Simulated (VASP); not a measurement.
## W: single point with PBE

The system is W, a slab with vacuum.

```
CELL_PARAMETERS angstrom
2.87085 0.00000 0.00000
1.43543 2.48623 0.00000
0.00000 0.00000 20.68808
ATOMIC_POSITIONS crystal
W 0.00000 0.00000 0.38670
W 0.66667 0.66667 0.50000
W 0.33333 0.33333 0.61330
```

- Program: VASP 6.6.1
- Task: single point
- Functional: PBE
- Potentials or basis: VASP PAW PBE potentials, release 64 (W_sv)
- Cutoff: 520 eV
- k mesh: 7 × 7 × 1
- Occupations: fermi-dirac, width 0.1 eV
- Spin: no spin polarisation

```
Largest force          : 0.089 eV/Å
Band gap on the k mesh : zero (band 21 reaches 0.87 eV, above the bottom of band 22 at -0.15 eV)
```

Forces on the atoms (eV/Å):
```
W    0.000  0.000  0.084
W    0.000  0.000  0.004
W    0.000  0.000 -0.089
```

Levels at points of the mesh, in eV from the Fermi level:
```
           k point  band 17  band 18  band 19  band 20  band 21  band 22  band 23  band 24  band 25  band 26
(0.00, 0.00, 0.00)    -0.99    -0.58    -0.58    -0.44    -0.20    -0.20     0.07     0.07     0.51     2.29
```

Run time: 32 s on 1 thread of Intel(R) Xeon(R) 6975P-C (Granite Rapids) (shared host), peak memory 0.29 GiB.

Caveat: the k points lie up to 0.36 Å⁻¹ apart; spin-orbit coupling is left out, which moves the levels of the heavy elements.
